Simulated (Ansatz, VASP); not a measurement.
## Al in VASP and in Ansatz

```
Al
1.0
     0.00000    2.02000    2.02000
     2.02000    0.00000    2.02000
     2.02000    2.02000    0.00000
Al
1
Cartesian
  0.0000 0.0000 0.0000
```

Alike in both runs: task relaxation of cell and atoms; functional PBE; k mesh 24 × 24 × 24; occupations methfessel-paxton of order 1, width 0.1 eV; no spin polarisation.

|  | VASP | Ansatz |
| --- | --- | --- |
| version | VASP 6.6.1 | Ansatz 0.2.0 |
| potentials or method | VASP PAW PBE potentials, release 64 (Al) | scalar-relativistic, plane waves, PAW |
| plane-wave cutoff (eV) | 500 | 420 |
| valence electrons in the cell | 3 | 3 |

|  | VASP | Ansatz | Ansatz less VASP |
| --- | --- | --- | --- |
| gap on the k mesh at the Fermi level, each at its own relaxed structure (eV) | none | none | - |
| relaxed volume (Å³/atom) | 16.47 | 16.48 | +0.010 |
| relaxed cell length with the largest relative difference (Å) | 2.856 | 2.856 | +0.0006 |

A gap of «none» marks a metal or a gap that the smearing closes.
